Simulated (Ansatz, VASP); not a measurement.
Given: the input of a run of VASP 6.6.1 on GaSb3.

INCAR

```
PREC = Accurate ; ENCUT = 520
EDIFF = 1E-6 ; ISMEAR = -1
SIGMA = 0.05 ; LREAL = F
LASPH = T ; NELM = 60
ALGO = Normal ; ISIF = 2
LWAVE = F ; LCHARG = F
GGA = PE ; NBANDS = 22
```

Contents of KPOINTS:

```
regular mesh
0
Gamma
  6 6 6
```

POSCAR

```
GaSb3
1.0
    0.0000000000      3.7055566952      3.7055566952
    3.7055566952      0.0000000000      3.7055566952
    3.7055566952      3.7055566952      0.0000000000
Sb Ga
3 1
Direct
    0.5000000000      0.5000000000      0.5000000000
    0.7500000000      0.7500000000      0.7500000000
    0.2500000000      0.2500000000      0.2500000000
    0.0000000000      0.0000000000      0.0000000000
```

Potentials or basis: VASP PAW PBE potentials, release 64 (Sb, Ga_d).

Run with:

```bash
$ cat potpaw_PBE.64/Sb/POTCAR potpaw_PBE.64/Ga_d/POTCAR > POTCAR
$ mpirun -np 1 vasp_std > vasp.out
```

Problem. Set up the same calculation for Ansatz 0.2.0. Potentials there: Ansatz PAW.

Solution. As run (the cutoff follows the program's own potentials):

File input.yaml:

```yaml
crystal:
  lattice:
    - [0.0, 3.7055566952, 3.7055566952]
    - [3.7055566952, 0.0, 3.7055566952]
    - [3.7055566952, 3.7055566952, 0.0]
  atoms:
    - { symbol: Sb, position: [0.5, 0.5, 0.5] }
    - { symbol: Sb, position: [0.75, 0.75, 0.75] }
    - { symbol: Sb, position: [0.25, 0.25, 0.25] }
    - { symbol: Ga, position: [0.0, 0.0, 0.0] }
hamiltonian:
  xc: pbe
  pseudopotentials: { kind: paw }
kpoints:
  mp_grid: { grid: [6, 6, 6] }
scf:
  occupations: { method: fermi_dirac, width: 0.05 }
output:
  forces: true
  stress: true
  eigenvalues: true
```

Potentials or basis: Ansatz PAW.

The run is started by

```console
$ ansatz run input.yaml --threads 2 --pin off --max-ram 5120MiB --backend cpu --events-out ev --progress --plain --runs-dir out
```

Both were run:

|  | VASP | Ansatz | Ansatz less VASP |
| --- | --- | --- | --- |
| gap on the k mesh at the Fermi level (eV) | none | none | - |
| pressure (GPa) | 0.4 | 0.5 | +0.10 |

A gap of «none» marks a metal or a gap that the smearing closes. VASP's potentials hold 28 valence electrons a cell and Ansatz's 58, so a difference there can come from the potentials and not from the codes.

Neither program's run includes spin-orbit coupling.
